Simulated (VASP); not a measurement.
Runs of VASP 6.6.1 on SiC. The structure is that of space group P6_3mc (No. 186), or close to it. The cells are those of the table. 

```csv
cell,gap on the mesh (eV),pressure (GPa),largest force (eV/Å)
"a = 3.127, b = 3.127, c = 5.560 Å, angles 90.0, 90.0, 120.0°, 4 atoms",2.18,-23.4,0.01
"a = 2.808, b = 2.808, c = 4.993 Å, angles 90.0, 90.0, 120.0°, 4 atoms",(d),56.6,-
"a = 3.016, b = 3.016, c = 5.152 Å, angles 90.0, 90.0, 120.0°, 4 atoms",(a),0.7,0.01
"a = 3.220, b = 3.220, c = 4.879 Å, angles 90.0, 90.0, 120.0°, 4 atoms",1.64,(c),-
"a = 2.845, b = 2.845, c = 4.861 Å, angles 90.0, 90.0, 120.0°, 4 atoms",1.31,56.6,-
"a = 2.962, b = 2.962, c = 4.487 Å, angles 90.0, 90.0, 120.0°, 4 atoms",1.59,(b),-
"a = 2.894, b = 2.894, c = 5.146 Å, angles 90.0, 90.0, 120.0°, 4 atoms",1.17,23.6,-
"a = 3.254, b = 3.254, c = 5.132 Å, angles 90.0, 90.0, 120.0°, 4 atoms",2.13,-25.0,-
```

Alike in all rows: task single point; level LDA; potentials or basis VASP PAW LDA potentials, release 64 (Si, C); no spin polarisation; k mesh 12 × 12 × 6; cutoff (eV) 520; smearing gaussian 0.05 eV.

Problem. Estimate the missing entries.

Solution. (a) 1.80; (b) 55.0; (c) -14.4; (d) 0.82.

A k mesh can miss the band edges.
